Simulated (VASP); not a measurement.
Crystal: MoS2.

```
Mo S
1.0
     1.58550    0.91539    6.11500
    -1.58550    0.91539    6.11500
     0.00000   -1.83078    6.11500
Mo S
1 2
Cartesian
  0.0000 0.0000 0.0000
  0.0000 0.0000 13.7587
  0.0000 0.0000 4.5862
```

```yaml
Program: VASP 6.6.1
Task: relaxation of cell and atoms
Functional: PBE
Dispersion: D3(BJ)
Potentials_or_basis: VASP PAW PBE potentials, release 64 (Mo_sv, S)
Cutoff: 600 eV
k_mesh: 9 × 9 × 9
Occupations: gaussian, width 0.1 eV
Spin: no spin polarisation
```

At the start: pressure 3.8 GPa; volume 17.75 Å³/atom.

Where does the relaxation end?

Over 10 steps the energy falls by 24.4 meV/atom and the volume is 16.95 Å³/atom (-4.5 %); space group R-3m (No. 166, to 0.1 Å) before and after.

The path:
```
step  energy change (eV)  largest force (eV/Å)  pressure (GPa)  volume (Å³)
   1              0.0000                0.9842            3.82        53.25
   2              0.0540                0.8600           -8.82        56.57
   3             -0.0363                0.2071           -1.60        54.50
   4             -0.0363                0.2252           -1.48        54.47
   5             -0.0505                0.1734           -0.88        53.64
   6             -0.0569                0.1106           -0.09        52.62
   7             -0.0609                0.0946           -0.12        52.35
   8             -0.0701                0.0458           -0.08        51.53
   9             -0.0685                0.0722            0.43        49.87
  10             -0.0732                0.0199            0.15        50.86
```

Final structure:
```cif
data_structure
_symmetry_space_group_name_H-M 'P 1'
_symmetry_Int_Tables_number 1
_cell_length_a 6.2553
_cell_length_b 6.2553
_cell_length_c 6.2553
_cell_angle_alpha 28.992
_cell_angle_beta 28.992
_cell_angle_gamma 28.992
_cell_volume 50.86
loop_
_atom_site_label
_atom_site_type_symbol
_atom_site_fract_x
_atom_site_fract_y
_atom_site_fract_z
_atom_site_occupancy
Mo1 Mo 0.00000 0.00000 0.00000 1
S1 S 0.75582 0.75582 0.75582 1
S2 S 0.24418 0.24418 0.24418 1
```
